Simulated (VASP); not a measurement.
Input of a VASP 6.6.1 run:

The input INCAR:

```
PREC = Accurate
ENCUT = 500
EDIFF = 1E-6
ISMEAR = -1
SIGMA = 0.05
LREAL = F
LASPH = T
NELM = 120
ALGO = Normal
ISIF = 2
LWAVE = F
LCHARG = F
GGA = B5
ALDAX = 1.0
AGGAX = 1.0
AGGAC = 1.0
ALDAC = 0.0
NBANDS = 16
GGA_COMPAT = F
```

Contents of KPOINTS:

```
Automatic mesh
0
Gamma
  8 8 8
```

POSCAR

```
CdSe
1.0
    0.0000000000      2.8739580000      2.8739580000
    2.8739580000      0.0000000000      2.8739580000
    2.8739580000      2.8739580000      0.0000000000
Cd Se
1 1
Direct
    0.0000000000      0.0000000000      0.0000000000
    0.5000000000      0.5000000000      0.5000000000
```

Potentials or basis: VASP PAW PBE potentials, release 64 (Cd, Se).

Run with:

```console
$ cat potpaw_PBE.64/Cd/POTCAR potpaw_PBE.64/Se/POTCAR > POTCAR
$ mpirun -np 1 vasp_std > vasp.out
```

Predict the pressure.

4.2 GPa.

What does it give for the band gap on the k mesh?

Zero (bands 9 and 10 overlap by 0.52 eV).

Caveat: the cell stands under pressure; semilocal functionals underestimate gaps, so a narrow gap can read as zero; the PAW data sets were made with another functional, which shifts forces and pressure a little.
